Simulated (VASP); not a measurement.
Mg3BeS, 5 atoms in the cell. It takes space group Pm-3m (No. 221, cubic). The conventional cell has a = 4.789 Å, b = 4.789 Å, c = 4.789 Å, α = 90.00°, β = 90.00°, γ = 90.00°. Within 3.2 Å of Mg (site symmetry 4/mmm) lie 2 S at 2.39 Å. Be (site symmetry m-3m) has 12 Mg at 3.39 Å and 8 S at 4.15 Å within 4.5 Å. S (site symmetry m-3m) has 6 Mg at 2.39 Å within 3.2 Å. 

- Program: VASP 6.6.1
- Task: single point
- Functional: PBE
- Potentials or basis: VASP PAW PBE potentials, release 64 (Mg, Be, S)
- Cutoff: 520 eV
- k mesh: 4 × 4 × 4
- Occupations: gaussian, width 0.1 eV
- Spin: no spin polarisation
- Dipole correction: no
- Further INCAR settings: ALGO = Normal; EDIFF = 1e-06; NBANDS = 15

Potentials or basis: VASP PAW PBE potentials, release 64 (Mg, Be, S).

The run is started by

```bash
$ cat potpaw_PBE.64/Mg/POTCAR potpaw_PBE.64/Be/POTCAR potpaw_PBE.64/S/POTCAR > POTCAR
$ mpirun -np 1 vasp_std > vasp.out
```

Hardware: 1 thread of Intel(R) Xeon(R) 6975P-C (Granite Rapids), with other jobs on the host.

Q: Estimate the wall time of this run.

A: It took 7.8 s on 1 thread of Intel(R) Xeon(R) 6975P-C (Granite Rapids), on a shared host, peak memory 0.21 GiB. Counts: scf iterations 12, k points 10.
